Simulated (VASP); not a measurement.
Write the native input for VASP 6.6.1 that does the following.

* Task: single point
* Functional: RPBE
* Potentials or basis: VASP PAW PBE potentials, release 64 (Cs_sv)
* Cutoff: 520 eV
* k mesh: 6 × 6 × 8
* Occupations: fermi-dirac, width 0.1 eV
* Spin: no spin polarisation
* Dipole correction: no
* Further INCAR settings: ALGO = Normal; EDIFF = 1e-06; NBANDS = 20

The structure of Cs lies in POSCAR:

```
Cs
1.0
    9.1268086770      0.0000000000      0.0000000000
   -4.5634043385      7.9040481697      0.0000000000
    0.0000000000      0.0000000000      5.4855412131
Cs
3
Direct
    0.0000000000      0.0000000000      0.0000000000
    0.3333333333      0.6666666667      0.5000000000
    0.6666666667      0.3333333333      0.5000000000
```

This isn't the form of Cs at room conditions, which is bcc.

The input as run:

INCAR

```
  ALGO = Normal
  EDIFF = 1E-6
  ENCUT = 520
  GGA = RP
  ISIF = 2
  ISMEAR = -1
  LASPH = True
  LCHARG = False
  LREAL = False
  LWAVE = False
  NBANDS = 20
  NELM = 60
  PREC = Accurate
  SIGMA = 0.1
```

KPOINTS

```
k-points
0
Gamma
  6 6 8
```

Potentials or basis: VASP PAW PBE potentials, release 64 (Cs_sv).

Run with:

```sh
$ cat potpaw_PBE.64/Cs_sv/POTCAR > POTCAR
$ mpirun -np 1 vasp_std > vasp.out
```

It gave:

| Property | Result |
| --- | --- |
| Pressure | 0.0 GPa |
| Band gap on the k mesh | zero (an odd number of electrons rules out a gap without spin polarisation) |

Caveat: the PAW data sets were made with another functional, which shifts forces and pressure a little; spin-orbit coupling is left out, which moves the levels of the heavy elements.

Wall time 7.5 min on 1 thread of Intel Xeon 8259CL, on a shared host, peak memory 0.59 GiB.
